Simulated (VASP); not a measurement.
# W: single point with PBE

The system is W.

```
W
1.0
     0.00000    1.98940    2.03000
     1.98940    0.00000    2.03000
     1.98940    1.98940    0.00000
W
1
Direct
  0.00000 0.00000 0.00000
```

This cell differs from its parent crystal: equal xx and yy strain of -2 %.

```
Program                : VASP 6.6.1
Task                   : single point
Functional             : PBE
Potentials or basis    : VASP PAW PBE potentials, release 64 (W_sv)
Cutoff                 : 520 eV
k mesh                 : 14 × 14 × 14
Occupations            : fermi-dirac, width 0.05 eV
Spin                   : no spin polarisation
Dipole correction      : no
Further INCAR settings : ALGO = Normal; EDIFF = 1e-06; NBANDS = 13
```

| Property | Result |
| --- | --- |
| Pressure | 7.5 GPa |
| Band gap on the k mesh | zero (band 7 reaches 14.09 eV, above the bottom of band 8 at 10.29 eV) |

Stress tensor (GPa, compression positive):
```
 5.46  0.00  0.00
 0.00  5.46  0.00
 0.00  0.00 11.73
```

Levels at points of the mesh, in eV from the Fermi level:
| k point | band 5 | band 6 | band 7 | band 8 | band 9 | band 10 |
| --- | --- | --- | --- | --- | --- | --- |
| (0.00, 0.00, 0.00) | -9.10 | -0.76 | -0.48 | -0.48 | 2.43 | 2.85 |
| (0.50, 0.00, 0.00) | -5.71 | -0.97 | -0.65 | 0.70 | 5.11 | 5.28 |
| (0.50, 0.50, 0.00) | -5.65 | -4.61 | 2.90 | 5.19 | 5.94 | 5.94 |
| (0.50, 0.00, 0.50) | -5.63 | -4.66 | 3.31 | 5.14 | 5.79 | 6.12 |

It took 12 s on 1 thread of Intel(R) Xeon(R) 6975P-C (Granite Rapids), on a shared host, peak memory 0.17 GiB.

Caveat: the cell differs from its parent crystal (equal xx and yy strain of -2 %); spin-orbit coupling is left out, which moves the levels of the heavy elements.
